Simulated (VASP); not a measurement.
Zr11Si8, 19 atoms in the cell. The typed cell holds 19 atoms: a = 7.390 Å, b = 8.023 Å, c = 8.023 Å, α = 77.75°, β = 62.58°, γ = 62.58°. 

| Property | Result |
| --- | --- |
| Program | VASP 6.6.1 |
| Task | relaxation of cell and atoms |
| Functional | PBE |
| Potentials or basis | VASP PAW PBE potentials, release 64 (Zr_sv, Si) |
| Cutoff | 600 eV |
| k mesh | 2 × 2 × 2, shifted |
| Occupations | gaussian, width 0.1 eV |
| Spin | no spin polarisation |
| Dipole correction | no |
| Further INCAR settings | LREAL = Auto; ALGO = Normal; EDIFF = 1e-06; ISYM = 0; IBRION = 2; EDIFFG = -0.04; NSW = 70; ISIF = 3 |

Potentials or basis: VASP PAW PBE potentials, release 64 (Zr_sv, Si).

Command:

```sh
$ cat potpaw_PBE.64/Zr_sv/POTCAR potpaw_PBE.64/Si/POTCAR > POTCAR
$ mpirun -np 1 vasp_std > vasp.out
```

Hardware: 1 thread of Intel(R) Xeon(R) 6975P-C (Granite Rapids), on a shared host.

How long does it take, and how much memory?

Run time: 92 min on 1 thread of Intel(R) Xeon(R) 6975P-C (Granite Rapids) (shared host), peak memory 0.86 GiB. Counts: scf iterations 130, k points 16, ion steps 12.
